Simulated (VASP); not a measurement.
# Zn6HS6 (a cell with a defect) in VASP: relaxation of the atoms with PBE

Aim: the relaxation of the atoms of Zn6HS6 (a cell with a defect) with PBE.

Everything below comes from runs of VASP 6.6.1. Logs are shortened: lines on timing, memory, paths and dates and some standing lists are left out, and cuts for length are marked.

### 1 The cell of the first run

The cell holds a defect, 13 atoms: a = 6.305 Å, b = 6.658 Å, c = 6.658 Å, α = 120.00°, β = 90.00°, γ = 90.00°.

### 2 Relaxation of the atoms, PBE

INCAR reads:

```
  ALGO = Normal
  EDIFF = 1E-7
  EDIFFG = -0.02
  ENCUT = 520
  GGA = PE
  IBRION = 2
  ISIF = 2
  ISMEAR = 0
  KPAR = 2
  LASPH = True
  LCHARG = False
  LREAL = False
  LWAVE = False
  NCORE = 2
  NELECT = 110.0
  NELM = 60
  NSW = 80
  PREC = Accurate
  SIGMA = 0.02
```

KPOINTS reads:

```
k-points
0
Gamma
  2 2 2
```

POSCAR reads:

```
Zn6HS6
1.0
    0.0000000000      0.0000000000      6.3046430411
   -5.7661004008     -3.3290596185      0.0000000000
    5.7661004007     -3.3290596186      0.0000000000
Zn S H
6 6 1
Direct
    0.0002666736      0.3333333333      1.0000000000
    0.0002666736      1.0000000000      0.3333333333
    0.0002666736      0.6666666667      0.6666666667
    0.5002666736      0.3333333333      0.3333333333
    0.5002666736      1.0000000000      0.6666666667
    0.5002666736      0.6666666667      0.0000000000
    0.3747333264      0.3333333333      1.0000000000
    0.3747333264      1.0000000000      0.3333333333
    0.3747333264      0.6666666667      0.6666666667
    0.8747333264      0.3333333333      0.3333333333
    0.8747333264      1.0000000000      0.6666666667
    0.8747333264      0.6666666667      0.0000000000
    0.4442630353     -0.0062555118     -0.0017240846
```

Potentials or basis: VASP PAW PBE potentials, release 64 (Zn, S, H).

The run is started by

```
$ cat potpaw_PBE.64/Zn/POTCAR potpaw_PBE.64/S/POTCAR potpaw_PBE.64/H/POTCAR > POTCAR
$ mpirun -np 4 vasp_std > vasp.out
```

OUTCAR:

```text
EDIFF = 1E-7
   EDIFFG = -0.02
   ENCUT = 520
   GGA = PE
   IBRION = 2
   ISIF = 2
   ISMEAR = 0
   LASPH = True
   LREAL = False
   NELECT = 110.0
   NELM = 60
   NSW = 80
   PREC = Accurate

 ion  position               nearest neighbor table
   1  0.000  0.333  0.000-  10 2.36  11 2.36  12 2.36   7 2.36
   2  0.000  0.000  0.333-  12 2.36  10 2.36  11 2.36   8 2.36
   3  0.000  0.667  0.667-  12 2.36  11 2.36  10 2.36   9 2.36
   4  0.500  0.333  0.333-   7 2.36   8 2.36   9 2.36  10 2.36
   5  0.500  0.000  0.667-   7 2.36   9 2.36   8 2.36  11 2.36
   6  0.500  0.667  0.000-   9 2.36   8 2.36   7 2.36  12 2.36
   7  0.375  0.333  0.000-   4 2.36   5 2.36   6 2.36   1 2.36
   8  0.375  0.000  0.333-   6 2.36   4 2.36   5 2.36   2 2.36
   9  0.375  0.667  0.667-   6 2.36   5 2.36   4 2.36   3 2.36
  10  0.875  0.333  0.333-   1 2.36   2 2.36   3 2.36   4 2.36
  11  0.875  0.000  0.667-   1 2.36   3 2.36   2 2.36   5 2.36
  12  0.875  0.667  0.000-   3 2.36   2 2.36   1 2.36   6 2.36
  13  0.444  0.994  0.998-

  LATTYP: Found a hexagonal cell.
 ALAT       =     6.6581192371
 C/A-ratio  =     0.9469105038

  Lattice vectors:

 A1 = (  -5.7661004008,  -3.3290596185,   0.0000000000)
 A2 = (   5.7661004007,  -3.3290596186,   0.0000000000)
 A3 = (   0.0000000000,   0.0000000000,   6.3046430411)

Analysis of symmetry for initial positions (statically):
=====================================================================
 Subroutine PRICEL returns:
 Original cell was already a primitive cell.

 Routine SETGRP: Setting up the symmetry group for a
 hexagonal supercell.

 Subroutine GETGRP returns: Found  1 space group operations
 (whereof  1 operations were pure point group operations)
 out of a pool of 24 trial point group operations.

The static configuration has the point symmetry C_1 .

Analysis of symmetry for dynamics (positions and initial velocities):
=====================================================================
 Subroutine PRICEL returns:
 Original cell was already a primitive cell.

 Routine SETGRP: Setting up the symmetry group for a
 hexagonal supercell.

 Subroutine GETGRP returns: Found  1 space group operations
 (whereof  1 operations were pure point group operations)
 out of a pool of 24 trial point group operations.

The dynamic configuration has the point symmetry C_1 .

 Subroutine INISYM returns: Found  1 space group operations
 (whereof  1 operations are pure point group operations),
 and found     1 'primitive' translations

----------------------------------------------------------------------------------------

                                     Primitive cell

  volume of cell :     242.0440

  direct lattice vectors                    reciprocal lattice vectors
     0.000000000  0.000000000  6.304643041     0.000000000  0.000000000  0.158613262
    -5.766100401 -3.329059619  0.000000000    -0.086713717 -0.150192564  0.000000000
     5.766100401 -3.329059619  0.000000000     0.086713717 -0.150192564  0.000000000

  length of vectors
     6.304643041  6.658119237  6.658119237     0.158613262  0.173427435  0.173427435

  position of ions in fractional coordinates (direct lattice)
     0.000266674  0.333333333  0.000000000
     0.000266674  0.000000000  0.333333333
     0.000266674  0.666666667  0.666666667
     0.500266674  0.333333333  0.333333333
     0.500266674  0.000000000  0.666666667
     0.500266674  0.666666667  0.000000000
     0.374733326  0.333333333  0.000000000
     0.374733326  0.000000000  0.333333333
     0.374733326  0.666666667  0.666666667
     0.874733326  0.333333333  0.333333333
     0.874733326  0.000000000  0.666666667
     0.874733326  0.666666667  0.000000000
     0.444263035  0.993744488  0.998275915

  ion indices of the primitive-cell ions
   primitive index   ion index
                 1           1
                 2           2
                 3           3
                 4           4
                 5           5
                 6           6
                 7           7
                 8           8
                 9           9
                10          10
                11          11
                12          12
                13          13

----------------------------------------------------------------------------------------

 KPOINTS: k-points

Automatic generation of k-mesh.
 Grid dimensions read from file:
 generate k-points for:    2    2    2

 Generating k-lattice:

  Cartesian coordinates                     Fractional coordinates (reciprocal lattice)
     0.000000000  0.000000000  0.079306631     0.500000000  0.000000000  0.000000000
    -0.043356859 -0.075096282  0.000000000     0.000000000  0.500000000  0.000000000
     0.043356859 -0.075096282  0.000000000     0.000000000  0.000000000  0.500000000

  Length of vectors
     0.079306631  0.086713717  0.086713717

  Shift w.r.t. Gamma in fractional coordinates (k-lattice)
     0.000000000  0.000000000  0.000000000

 Subroutine IBZKPT returns following result:
 ===========================================

 Found      8 irreducible k-points:

 Following reciprocal coordinates:
            Coordinates               Weight
  0.000000  0.000000  0.000000      1.000000
  0.500000  0.000000  0.000000      1.000000
  0.000000  0.500000 -0.000000      1.000000
  0.000000  0.000000  0.500000      1.000000
  0.000000  0.500000  0.500000      1.000000
  0.500000  0.500000 -0.000000      1.000000
  0.500000  0.000000  0.500000      1.000000
  0.500000  0.500000  0.500000      1.000000
   k-points           NKPTS =      8   k-points in BZ     NKDIM =      8   number of bands    NBANDS=     66
   number of dos      NEDOS =    301   number of ions     NIONS =     13
   total plane-waves  NPLWV = 120000
   dimension x,y,z NGX =    48 NGY =   50 NGZ =   50
   dimension x,y,z NGXF=    96 NGYF=  100 NGZF=  100
   ions per type =               6   6   1
   NGX,Y,Z   is equivalent  to a cutoff of  12.66, 12.48, 12.48 a.u.
   NGXF,Y,Z  is equivalent  to a cutoff of  25.31, 24.97, 24.97 a.u.
 SYSTEM =  unknown system
   PREC   = accura    normal or accurate (medium, high low for compatibility)
   ISTART =      0    job   : 0-new  1-cont  2-samecut
   ICHARG =      2    charge: 1-file 2-atom 10-const
   ISPIN  =      1    spin polarized calculation?
   LNONCOLLINEAR =      F non collinear calculations
   LSORBIT =      F    spin-orbit coupling
   LASPH  =      T    aspherical Exc in radial PAW
   ENCUT  =  520.0 eV  38.22 Ry    6.18 a.u.  11.72 12.38 12.38*2*pi/ulx,y,z
   NELM   =     60;   NELMIN=  2; NELMDL= -5     # of ELM steps
   EDIFF  = 0.1E-06   stopping-criterion for ELM
   LREAL  =      F    real-space projection
   EDIFFG = -.2E-01   stopping-criterion for IOM
   NSW    =     80    number of steps for IOM
   IBRION =      2    ionic relax: 0-MD 1-quasi-New 2-CG
   NFREE  =      1    steps in history (QN), initial steepest desc. (CG)
   ISIF   =      2    stress and relaxation
   ISYM   =      2    0-nonsym 1-usesym 2-fastsym
   POTIM  = 0.5000    time-step for ionic-motion
   TEBEG  =    0.0;   TEEND  =   0.0 temperature during run
   PSTRESS=    0.0 pullay stress
   NELECT =     110.0000    total number of electrons
   NUPDOWN=      -1.0000    fix difference up-down
   EMIN   =  10.00;   EMAX   =-10.00  energy-range for DOS
   EFERMI =   0.00;   METHOD = LEGACY
   ISMEAR =     0;   SIGMA  =   0.02  broadening in eV -4-tet -1-fermi 0-gaus
   EFERMI_NEDOS =   21; number of points for ismear=-14 and -15
   IALGO  =     38    algorithm
   IMIX   =      4    mixing-type and parameters
     AMIX     =   0.40;   BMIX     =  1.00
     AMIX_MAG =   1.60;   BMIX_MAG =  1.00
  volume/ion in A,a.u.               =      18.62       125.65
  Fermi-wavevector in a.u.,A,eV,Ry     =   1.258658  2.378518 21.554611  1.584219
  Thomas-Fermi vector in A             =   2.392256
   LORBIT       =      0    0 simple, 1 ext, 2 COOP (PROOUT), +10 PAW based schemes
   GGA     = PE    functional components
   LHFCALC =     F    Hartree Fock is set to
   AEXX    =    0.0000 exact exchange contribution
   IVDW    =     0    specifies the selected vdW correction
   LEPSILON=     F    determine dielectric tensor
   LRPA    =     F    only Hartree local field effects (RPA)
 conjugate gradient relaxation of ions
 non-spin polarized calculation
 Gauss-broadening in eV      SIGMA  =   0.02
  energy-cutoff  :      520.00
  volume of cell :      242.04
 maximum number of plane-waves:      6588
 NGX is ok and might be reduce to    48
   NGX = 23   NGY = 25   NGZ = 25

--------------------------------------- Ionic step        1  -------------------------------------------

 number of electron     110.0000010 magnetization

 Free energy of the ion-electron system (eV)
  ---------------------------------------------------
  ext. energy  EPLUGINS =         0.00000000
  ---------------------------------------------------
  free energy    TOTEN  =       -37.84260373 eV

  energy without entropy =      -37.84260373  energy(sigma->0) =      -37.84260373

------------------------ aborting loop because EDIFF is reached ----------------------------------------

  FORCE on cell =-STRESS in cart. coord.  units (eV):
  Direction    XX          YY          ZZ          XY          YZ          ZX
  --------------------------------------------------------------------------------------
  -------------------------------------------------------------------------------------
  Total       13.1081157     13.4695631      8.2253358     -0.1827659     -0.0464314     -0.0440254
  in kB       86.7673986     89.1599510     54.4464978     -1.2097938     -0.3073461     -0.2914203
  external PRESSURE =      76.7912825 kB  Pullay stress =       0.0000000 kB
[... 122 lines left out ...]
  FREE ENERGIE OF THE ION-ELECTRON SYSTEM (eV)
  ---------------------------------------------------
  free  energy   TOTEN  =       -38.4525328183 eV

  energy  without entropy=      -38.4525328183  energy(sigma->0) =      -38.45253282

[... ionic steps 4 to 21 ...]

--------------------------------------- Ionic step       22  -------------------------------------------

 number of electron     110.0000011 magnetization

------------------------ aborting loop because EDIFF is reached ----------------------------------------

  FORCE on cell =-STRESS in cart. coord.  units (eV):
  Direction    XX          YY          ZZ          XY          YZ          ZX
  --------------------------------------------------------------------------------------
  -------------------------------------------------------------------------------------
  Total        9.2416357      9.2326746     10.8199022      0.0044056      0.0068293      0.0032601
  in kB       61.1737571     61.1144404     71.6208787      0.0291623      0.0452058      0.0215797
  external PRESSURE =      64.6363587 kB  Pullay stress =       0.0000000 kB
[... 79 lines left out ...]
  energy  without entropy=      -39.4239012226  energy(sigma->0) =      -39.42390122

--------------------------------------- Ionic step       24  -------------------------------------------

 number of electron     110.0000012 magnetization

 Free energy of the ion-electron system (eV)
  ---------------------------------------------------
  ext. energy  EPLUGINS =         0.00000000
  ---------------------------------------------------
  free energy    TOTEN  =       -39.42414530 eV

  energy without entropy =      -39.42414530  energy(sigma->0) =      -39.42414530

 E-fermi :   3.2653     XC(G=0):  -9.7032

 val. band max:        3.1641206385   @ k =   0.5000   0.0000   0.0000
 cond. band min:       4.5064719890   @ k =   0.0000   0.0000   0.0000
 fundamental gap:      1.3423513504
 Fermi energy:         3.2653148552

 k-point     1 :       0.0000    0.0000    0.0000
  band No.  band energies     occupation
      1     -11.0624      2.00000
      2     -10.0598      2.00000
      3     -10.0519      2.00000
      4     -10.0519      2.00000
      5      -9.6462      2.00000
      6      -9.6452      2.00000
[... 581 lines left out ...]
  FREE ENERGIE OF THE ION-ELECTRON SYSTEM (eV)
  ---------------------------------------------------
  free  energy   TOTEN  =       -39.4241452998 eV

  energy  without entropy=      -39.4241452998  energy(sigma->0) =      -39.42414530

 reached required accuracy - stopping structural energy minimisation
```

Wall time 20 min (4 MPI ranks of AMD EPYC 7R43 (Zen 3), shared host); peak memory 0.24 GiB.

Results:

| Property | Result |
| --- | --- |
| Free energy | -39.4241 eV |
| Energy gained by relaxing | 121.7 meV/atom |
| Ionic steps | 24 |
| Largest force after relaxing | 0.014 eV/Å |

Forces in eV/Å, atoms in the order of the input:
```
Zn   0.003  0.002  0.010
Zn  -0.003  0.001  0.011
Zn   0.000 -0.003  0.011
Zn   0.001  0.006  0.002
Zn   0.006 -0.003  0.002
Zn  -0.006 -0.004  0.003
S   -0.001 -0.001  0.000
S    0.002 -0.001 -0.001
S    0.000  0.003 -0.002
S   -0.001  0.006 -0.010
S    0.005 -0.004 -0.012
S   -0.004 -0.003 -0.013
H   -0.001  0.000 -0.001
```

The path:
| step | energy change (eV) | largest force (eV/Å) | pressure (GPa) |
| --- | --- | --- | --- |
| 1 | 0.0000 | 1.3508 | 7.68 |
| 2 | -0.2843 | 0.9514 | 7.55 |
| 3 | -0.6099 | 1.7214 | 7.63 |
| 4 | -0.7899 | 1.5714 | 7.44 |
| 5 | -1.1688 | 1.0809 | 6.93 |
| 6 | -0.8681 | 1.3659 | 6.30 |
| 7 | -1.2471 | 0.8357 | 6.69 |
| 8 | -1.3769 | 0.4077 | 6.57 |
| 9 | -1.4272 | 0.4490 | 6.64 |
| 10 | -1.4442 | 0.4377 | 6.61 |
| 11 | -1.4776 | 0.3942 | 6.53 |
| 12 | -1.4550 | 0.5233 | 6.47 |
| 13 | -1.4840 | 0.3608 | 6.49 |
| 14 | -1.5023 | 0.3264 | 6.51 |
| 15 | -1.5403 | 0.1998 | 6.52 |
| 16 | -1.5230 | 0.4298 | 6.54 |
| 17 | -1.5500 | 0.2575 | 6.53 |
| 18 | -1.5685 | 0.0920 | 6.47 |
| 19 | -1.5686 | 0.0931 | 6.47 |
| 20 | -1.5747 | 0.0856 | 6.47 |
| 21 | -1.5790 | 0.1002 | 6.47 |
| 22 | -1.5812 | 0.0434 | 6.46 |
| 23 | -1.5813 | 0.0260 | 6.47 |
| 24 | -1.5815 | 0.0142 | 6.46 |

Final structure:
```
Zn S H
1.0
     0.00000    0.00000    6.30464
    -5.76610   -3.32906    0.00000
     5.76610   -3.32906    0.00000
Zn S H
6 6 1
Direct
  0.99288 0.33394 0.99987
  0.99299 0.99952 0.33427
  0.99300 0.66513 0.66547
  0.49201 0.27513 0.27543
  0.49199 0.99956 0.72424
  0.49190 0.72370 0.99987
  0.35817 0.36974 0.99987
  0.35828 0.99954 0.37007
  0.35832 0.62936 0.62969
  0.86485 0.33286 0.33322
  0.86486 0.99950 0.66652
  0.86486 0.66624 0.99986
  0.57016 0.99954 0.99988
```

Caveat: the k points lie up to 0.54 Å⁻¹ apart; the cell carries a net charge on a neutralising background, which shifts energy and pressure; the cell is charged against a uniform background, so pressure and absolute levels hang on convention.
